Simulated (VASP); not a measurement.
Si3C, 4 atoms in the cell. It takes space group P-4m2 (No. 115, tetragonal). The conventional cell has a = 3.478 Å, b = 3.478 Å, c = 5.073 Å, α = 90.00°, β = 90.00°, γ = 90.00°. C (site symmetry -4m2) has 4 Si at 2.02 Å within 2.7 Å. Si (site symmetry 2mm) has 2 C at 2.02 Å and 2 Si at 2.30 Å within 2.7 Å. Within 3.0 Å of Si (site symmetry -4m2) lie 4 Si at 2.30 Å.  This cell differs from its parent crystal: volume changed by +3%.

* Program: VASP 6.6.1
* Task: single point
* Functional: PBE
* Potentials or basis: VASP PAW PBE potentials, release 64 (C, Si)
* Cutoff: 520 eV
* k mesh: 6 × 6 × 4
* Occupations: fermi-dirac, width 0.02 eV
* Spin: no spin polarisation
* Dipole correction: no
* Further INCAR settings: ALGO = Normal; EDIFF = 1e-06; NBANDS = 16

Potentials or basis: VASP PAW PBE potentials, release 64 (C, Si).

Launch:

```bash
$ cat potpaw_PBE.64/C/POTCAR potpaw_PBE.64/Si/POTCAR > POTCAR
$ mpirun -np 1 vasp_std > vasp.out
```

Hardware: 1 thread of Intel(R) Xeon(R) 6975P-C (Granite Rapids), on a shared host.

Problem. How long does it take, and how much memory?

Solution. Wall time 12 s on 1 thread of Intel(R) Xeon(R) 6975P-C (Granite Rapids), with other jobs on the host, peak memory 0.18 GiB. Counts: scf iterations 14, k points 30.
